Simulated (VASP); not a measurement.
# SnTe (Fm-3m) in VASP: single point with r2SCAN

Aim: the single point of SnTe with r2SCAN.

Everything below comes from runs of VASP 6.6.1. Logs are shortened: lines on timing, memory, paths and dates and some standing lists are left out, and cuts for length are marked.

### Step 1. The cell of the first run

Symmetry: Fm-3m, No. 225, cubic system. The conventional cell has a = 6.370 Å, b = 6.370 Å, c = 6.370 Å, α = 90.00°, β = 90.00°, γ = 90.00°. Within 4.2 Å of Sn (site symmetry m-3m) lie 6 Te at 3.19 Å. Within 4.2 Å of Te (site symmetry m-3m) lie 6 Sn at 3.19 Å.

### Step 2. Single point, r2SCAN

POSCAR

```
SnTe
1.0
    0.0000000000      3.1851785863      3.1851785863
    3.1851785863      0.0000000000      3.1851785863
    3.1851785863      3.1851785863      0.0000000000
Sn Te
1 1
Direct
    0.0000000000      0.0000000000      0.0000000000
    0.5000000000      0.5000000000      0.5000000000
```

INCAR.step1

```
SYSTEM = SnTe
  PREC = Accurate
  ENCUT = 520
  ISMEAR = -1
  SIGMA = 0.08
  LREAL = .False.
  LASPH = .True.
  NELM = 80
  NBANDS = 17
  GGA = PE
  ALGO = Normal
  EDIFF = 1E-4
  LWAVE = .True.
  LCHARG = .False.
```

INCAR.step2

```
SYSTEM = SnTe
  PREC = Accurate
  ENCUT = 520
  EDIFF = 1E-6
  ISMEAR = -1
  SIGMA = 0.08
  LREAL = .False.
  LASPH = .True.
  NELM = 80
  ALGO = Normal
  ISIF = 2
  LWAVE = .False.
  LCHARG = .True.
  METAGGA = R2SCAN
  LMIXTAU = .True.
  LELF = .True.
  LVHAR = .True.
  NBANDS = 17
  ISTART = 1
```

KPOINTS

```
Automatic mesh
0
Gamma
  14 14 14
  0 0 0
```

Potentials or basis: VASP PAW PBE potentials, release 64 (Sn_d, Te).

Command:

```bash
> cat potpaw_PBE.64/Sn_d/POTCAR potpaw_PBE.64/Te/POTCAR > POTCAR
> cp INCAR.step1 INCAR
> mpirun -np 1 vasp_std > vasp.out
> cp INCAR.step2 INCAR
> mpirun -np 1 vasp_std > vasp.out
```

OUTCAR:

```text
SYSTEM = SnTe
   PREC = Accurate
   ENCUT = 520
   EDIFF = 1E-6
   ISMEAR = -1
   LREAL = .False.
   LASPH = .True.
   NELM = 80
   ISIF = 2
   METAGGA = R2SCAN
   ISTART = 1

 ion  position               nearest neighbor table
   1  0.000  0.000  0.000-   2 3.19   2 3.19   2 3.19   2 3.19   2 3.19   2 3.19
   2  0.500  0.500  0.500-   1 3.19   1 3.19   1 3.19   1 3.19   1 3.19   1 3.19

  LATTYP: Found a face centered cubic cell.
 ALAT       =     6.3703571726

  Lattice vectors:

 A1 = (   0.0000000000,   3.1851785863,   3.1851785863)
 A2 = (   3.1851785863,   0.0000000000,   3.1851785863)
 A3 = (   3.1851785863,   3.1851785863,   0.0000000000)

Analysis of symmetry for initial positions (statically):
=====================================================================
 Subroutine PRICEL returns:
 Original cell was already a primitive cell.

 Routine SETGRP: Setting up the symmetry group for a
 face centered cubic supercell.

 Subroutine GETGRP returns: Found 48 space group operations
 (whereof 48 operations were pure point group operations)
 out of a pool of 48 trial point group operations.

The static configuration has the point symmetry O_h .

Analysis of symmetry for dynamics (positions and initial velocities):
=====================================================================
 Subroutine PRICEL returns:
 Original cell was already a primitive cell.

 Routine SETGRP: Setting up the symmetry group for a
 face centered cubic supercell.

 Subroutine GETGRP returns: Found 48 space group operations
 (whereof 48 operations were pure point group operations)
 out of a pool of 48 trial point group operations.

The dynamic configuration has the point symmetry O_h .

 Subroutine INISYM returns: Found 48 space group operations
 (whereof 48 operations are pure point group operations),
 and found     1 'primitive' translations

----------------------------------------------------------------------------------------

                                     Primitive cell

  volume of cell :      64.6296

  direct lattice vectors                    reciprocal lattice vectors
     0.000000000  3.185178586  3.185178586    -0.156977069  0.156977069  0.156977069
     3.185178586  0.000000000  3.185178586     0.156977069 -0.156977069  0.156977069
     3.185178586  3.185178586  0.000000000     0.156977069  0.156977069 -0.156977069

  length of vectors
     4.504522755  4.504522755  4.504522755     0.271892260  0.271892260  0.271892260

  position of ions in fractional coordinates (direct lattice)
     0.000000000  0.000000000  0.000000000
     0.500000000  0.500000000  0.500000000

  ion indices of the primitive-cell ions
   primitive index   ion index
                 1           1
                 2           2

----------------------------------------------------------------------------------------

 KPOINTS: Automatic mesh

Automatic generation of k-mesh.
 Grid dimensions read from file:
 generate k-points for:   14   14   14

 Generating k-lattice:

  Cartesian coordinates                     Fractional coordinates (reciprocal lattice)
    -0.011212648  0.011212648  0.011212648     0.071428571  0.000000000  0.000000000
     0.011212648 -0.011212648  0.011212648     0.000000000  0.071428571  0.000000000
     0.011212648  0.011212648 -0.011212648     0.000000000  0.000000000  0.071428571

  Length of vectors
     0.019420876  0.019420876  0.019420876

  Shift w.r.t. Gamma in fractional coordinates (k-lattice)
     0.000000000  0.000000000  0.000000000

 Subroutine IBZKPT returns following result:
 ===========================================

 Found    104 irreducible k-points:

 Following reciprocal coordinates:
            Coordinates               Weight
  0.000000  0.000000  0.000000      1.000000
  0.071429  0.000000  0.000000      8.000000
  0.142857  0.000000  0.000000      8.000000
  0.214286  0.000000  0.000000      8.000000
  0.285714  0.000000  0.000000      8.000000
  0.357143  0.000000  0.000000      8.000000
[... 16 lines left out ...]
  0.214286  0.142857  0.000000     24.000000
  0.285714  0.142857  0.000000     24.000000
 [... further k-points ...]
   k-points           NKPTS =    104   k-points in BZ     NKDIM =    104   number of bands    NBANDS=     17
   number of dos      NEDOS =    301   number of ions     NIONS =      2
   total plane-waves  NPLWV =  46656
   dimension x,y,z NGX =    36 NGY =   36 NGZ =   36
   dimension x,y,z NGXF=    72 NGYF=   72 NGZF=   72
   ions per type =               1   1
   NGX,Y,Z   is equivalent  to a cutoff of  13.29, 13.29, 13.29 a.u.
   NGXF,Y,Z  is equivalent  to a cutoff of  26.57, 26.57, 26.57 a.u.
 SYSTEM =  SnTe
   PREC   = accura    normal or accurate (medium, high low for compatibility)
   ISTART =      1    job   : 0-new  1-cont  2-samecut
   ICHARG =      0    charge: 1-file 2-atom 10-const
   ISPIN  =      1    spin polarized calculation?
   LNONCOLLINEAR =      F non collinear calculations
   LSORBIT =      F    spin-orbit coupling
   LASPH  =      T    aspherical Exc in radial PAW
   ENCUT  =  520.0 eV  38.22 Ry    6.18 a.u.   8.38  8.38  8.38*2*pi/ulx,y,z
   NELM   =     80;   NELMIN=  2; NELMDL=  0     # of ELM steps
   EDIFF  = 0.1E-05   stopping-criterion for ELM
   LREAL  =      F    real-space projection
   EDIFFG = 0.1E-04   stopping-criterion for IOM
   NSW    =      0    number of steps for IOM
   IBRION =     -1    ionic relax: 0-MD 1-quasi-New 2-CG
   NFREE  =      0    steps in history (QN), initial steepest desc. (CG)
   ISIF   =      2    stress and relaxation
   ISYM   =      2    0-nonsym 1-usesym 2-fastsym
   POTIM  = 0.5000    time-step for ionic-motion
   TEBEG  =    0.0;   TEEND  =   0.0 temperature during run
   PSTRESS=    0.0 pullay stress
   NELECT =      20.0000    total number of electrons
   NUPDOWN=      -1.0000    fix difference up-down
   EMIN   =  10.00;   EMAX   =-10.00  energy-range for DOS
   EFERMI =   0.00;   METHOD = LEGACY
   ISMEAR =    -1;   SIGMA  =   0.08  broadening in eV -4-tet -1-fermi 0-gaus
   EFERMI_NEDOS =   21; number of points for ismear=-14 and -15
   IALGO  =     38    algorithm
   IMIX   =      4    mixing-type and parameters
     AMIX     =   0.40;   BMIX     =  1.00
     AMIX_MAG =   1.60;   BMIX_MAG =  1.00
  volume/ion in A,a.u.               =      32.31       218.07
  Fermi-wavevector in a.u.,A,eV,Ry     =   1.107323  2.092537 16.682981  1.226165
  Thomas-Fermi vector in A             =   2.243836
   LORBIT       =      0    0 simple, 1 ext, 2 COOP (PROOUT), +10 PAW based schemes
   METAGGA = R2SCAN    functional components
   LHFCALC =     F    Hartree Fock is set to
   AEXX    =    0.0000 exact exchange contribution
   IVDW    =     0    specifies the selected vdW correction
   LEPSILON=     F    determine dielectric tensor
   LRPA    =     F    only Hartree local field effects (RPA)
 non-spin polarized calculation
  energy-cutoff  :      520.00
  volume of cell :       64.63
 maximum number of plane-waves:      1807
 NGX is ok and might be reduce to    36
   NGX = 17   NGY = 17   NGZ = 17

 number of electron      20.0000002 magnetization

 Free energy of the ion-electron system (eV)
  ---------------------------------------------------
  ext. energy  EPLUGINS =         0.00000000
  ---------------------------------------------------
  free energy    TOTEN  =       -50.69040182 eV

  energy without entropy =      -50.68929515  energy(sigma->0) =      -50.68984849

 E-fermi :   6.6167     XC(G=0):  -9.9113

 val. band max:        6.6158388982   @ k =   0.5000   0.0000   0.0000
 cond. band min:       6.7473445751   @ k =   0.5000   0.0000   0.0000
 fundamental gap:      0.1315056769
 Fermi energy:         6.6167442447

 k-point     1 :       0.0000    0.0000    0.0000
  band No.  band energies     occupation
      1     -16.1342      2.00000
      2     -16.1342      2.00000
      3     -16.1255      2.00000
      4     -16.1255      2.00000
      5     -16.1255      2.00000
      6      -6.6401      2.00000
[... 9 lines left out ...]
     16      11.6400      0.00000
     17      13.6348      0.00000

 k-point     2 :       0.0714    0.0000    0.0000
  band No.  band energies     occupation
      1     -16.1343      2.00000
      2     -16.1343      2.00000
      3     -16.1254      2.00000
      4     -16.1252      2.00000
      5     -16.1252      2.00000
      6      -6.5965      2.00000
[... 9 lines left out ...]
     16      11.7488      0.00000
     17      13.9926      0.00000

 k-point     3 :       0.1429    0.0000    0.0000
  band No.  band energies     occupation
      1     -16.1349      2.00000
      2     -16.1349      2.00000
      3     -16.1251      2.00000
      4     -16.1244      2.00000
      5     -16.1244      2.00000
      6      -6.4680      2.00000
[... 9 lines left out ...]
     16      12.0575      0.00000
     17      14.8723      0.00000

 k-point     4 :       0.2143    0.0000    0.0000
  band No.  band energies     occupation
      1     -16.1359      2.00000
      2     -16.1359      2.00000
      3     -16.1248      2.00000
      4     -16.1233      2.00000
      5     -16.1233      2.00000
      6      -6.2626      2.00000
[... 9 lines left out ...]
     16      12.5503      0.00000
     17      16.0276      0.00000
[... 343 lines left out ...]
      1     -16.1369      2.00000
      2     -16.1333      2.00000
      3     -16.1261      2.00000
      4     -16.1237      2.00000
      5     -16.1237      2.00000
      6      -6.4114      2.00000
[... 9 lines left out ...]
     16      12.7262      0.00000
     17      13.8747      0.00000

 k-point    23 :       0.2143    0.1429    0.0000
  band No.  band energies     occupation
      1     -16.1384      2.00000
      2     -16.1333      2.00000
      3     -16.1262      2.00000
      4     -16.1228      2.00000
      5     -16.1226      2.00000
      6      -6.2610      2.00000
[... 9 lines left out ...]
     16      13.2576      0.00000
     17      14.3645      0.00000

 k-point    24 :       0.2857    0.1429    0.0000
  band No.  band energies     occupation
      1     -16.1397      2.00000
      2     -16.1339      2.00000
      3     -16.1258      2.00000
      4     -16.1218      2.00000
      5     -16.1213      2.00000
      6      -6.0420      2.00000
[... 9 lines left out ...]
     16      13.9132      0.00000
     17      15.3706      0.00000

 [... further k-points ...]

------------------------ aborting loop because EDIFF is reached ----------------------------------------

  FORCE on cell =-STRESS in cart. coord.  units (eV):
  Direction    XX          YY          ZZ          XY          YZ          ZX
  --------------------------------------------------------------------------------------
  -------------------------------------------------------------------------------------
  Total       -0.0067980     -0.0067980     -0.0067980      0.0000000      0.0000000     -0.0000000
  in kB       -0.1685245     -0.1685245     -0.1685245      0.0000000      0.0000000     -0.0000000
  external PRESSURE =      -0.1685245 kB  Pullay stress =       0.0000000 kB

 VOLUME and BASIS-vectors are now :
 -----------------------------------------------------------------------------
  energy-cutoff  :      520.00
  volume of cell :       64.63
      direct lattice vectors                 reciprocal lattice vectors
     0.000000000  3.185178586  3.185178586    -0.156977069  0.156977069  0.156977069
     3.185178586  0.000000000  3.185178586     0.156977069 -0.156977069  0.156977069
     3.185178586  3.185178586  0.000000000     0.156977069  0.156977069 -0.156977069

 POSITION                                       TOTAL-FORCE (eV/Angst)
 -----------------------------------------------------------------------------------
      0.00000      0.00000      0.00000         0.000000     -0.000000     -0.000000
      3.18518      3.18518      3.18518        -0.000000      0.000000      0.000000
 -----------------------------------------------------------------------------------
    total drift:                               -0.000000      0.000000      0.000000

  FREE ENERGIE OF THE ION-ELECTRON SYSTEM (eV)
  ---------------------------------------------------
  free  energy   TOTEN  =       -50.6904018216 eV

  energy  without entropy=      -50.6892951522  energy(sigma->0) =      -50.68984849
```

Wall time 8.1 min (1 thread of AMD EPYC 7R13 (Zen 3), shared host); peak memory 0.26 GiB.

What came out:

* Free energy: -50.6904 eV
* Pressure: 0.0 GPa
* Band gap on the k mesh: 0.13 eV, direct

Levels at points of the mesh, in eV from the valence-band top:
```
           k point  band 7  band 8  band 9  band 10  band 11  band 12  band 13  band 14
(0.00, 0.00, 0.00)   -4.88   -2.40   -2.40    -2.40     3.36     3.36     3.36     5.02
(0.50, 0.00, 0.00)   -8.63   -2.04   -2.04     0.00     0.13     0.33     0.33     8.12
(0.50, 0.50, 0.00)   -6.74   -5.75   -3.96    -3.96     2.44     4.95     4.95     6.46
```

Caveat: the PAW data sets were made with another functional, which shifts forces and pressure a little; spin-orbit coupling is left out, which moves the levels of the heavy elements. A k mesh can miss the band edges.
